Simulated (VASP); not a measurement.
# TlBr: single point with PBE+D3(BJ)

The system is TlBr.

```xyz
2
Lattice="3.9800 0.0000 0.0000 0.0000 3.9800 0.0000 0.0000 0.0000 3.9800" Properties=species:S:1:pos:R:3 pbc="T T T"
Tl    0.0000    0.0000    0.0000
Br    1.9900    1.9900    1.9900
```

| Quantity | Value |
| --- | --- |
| Program | VASP 6.6.1 |
| Task | single point |
| Functional | PBE |
| Dispersion | D3(BJ) |
| Potentials or basis | VASP PAW PBE potentials, release 64 (Tl_d, Br) |
| Cutoff | 500 eV |
| k mesh | 8 × 8 × 8 |
| Occupations | gaussian, width 0.01 eV |
| Spin | no spin polarisation |
| Dipole correction | no |
| Further INCAR settings | ALGO = Normal; EDIFF = 1e-06; NBANDS = 17 |

- Pressure: 0.0 GPa
- Band gap on the k mesh: 1.86 eV, direct
- Dispersion energy per atom: -0.274 eV

Levels at points of the mesh, in eV from the valence-band top:
```csv
k point,band 6,band 7,band 8,band 9,band 10,band 11,band 12,band 13,band 14,band 15
"(0.00, 0.00, 0.00)",-9.93,-4.65,-1.30,-1.30,-1.30,7.02,7.02,7.23,7.23,7.23
"(0.50, 0.00, 0.00)",-9.92,-5.54,-0.80,-0.80,0.00,1.86,5.77,5.77,8.01,10.42
"(0.50, 0.50, 0.00)",-9.88,-3.75,-2.93,-2.93,-0.72,4.87,4.87,7.39,7.70,10.34
"(0.50, 0.50, 0.50)",-9.87,-2.75,-1.92,-1.92,-1.92,2.15,2.15,2.15,12.82,12.82
```

Wall time 11 s on 1 thread of AMD EPYC 9R45 (Zen 5) (shared host), peak memory 0.16 GiB.

Caveat: spin-orbit coupling is left out, which moves the levels of the heavy elements. A hybrid or GW would open this gap; PBE tends to underestimate it.
